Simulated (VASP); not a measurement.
A run of VASP 6.6.1 is set up as follows.

INCAR

```
  ALGO = Normal
  EDIFF = 1E-7
  ENCUT = 520
  GGA = PE
  ISIF = 2
  ISMEAR = -1
  LASPH = T
  LCHARG = F
  LREAL = F
  LWAVE = F
  NBANDS = 16
  NELM = 60
  PREC = Accurate
  SIGMA = 0.08
```

KPOINTS

```
k-points
0
Gamma
  13 13 13
```

File POSCAR:

```
GaSb
1.0
    0.0000000000      2.3754569028      2.3754569028
    2.3754569028      0.0000000000      2.3754569028
    2.3754569028      2.3754569028      0.0000000000
Ga Sb
1 1
Direct
    0.0000000000      0.0000000000      0.0000000000
    0.5000000000      0.5000000000      0.5000000000
```

Potentials or basis: VASP PAW PBE potentials, release 64 (Ga_d, Sb).

Launch:

```bash
$ cat potpaw_PBE.64/Ga_d/POTCAR potpaw_PBE.64/Sb/POTCAR > POTCAR
$ mpirun -np 1 vasp_std > vasp.out
```

Task: Estimate the pressure.

Result: 136.9 GPa.

Task: Predict the band gap on the k mesh.

Result: Zero (band 9 reaches 17.29 eV, above the bottom of band 10 at 12.54 eV).

Caveat: spin-orbit coupling is left out, which moves the levels of the heavy elements.
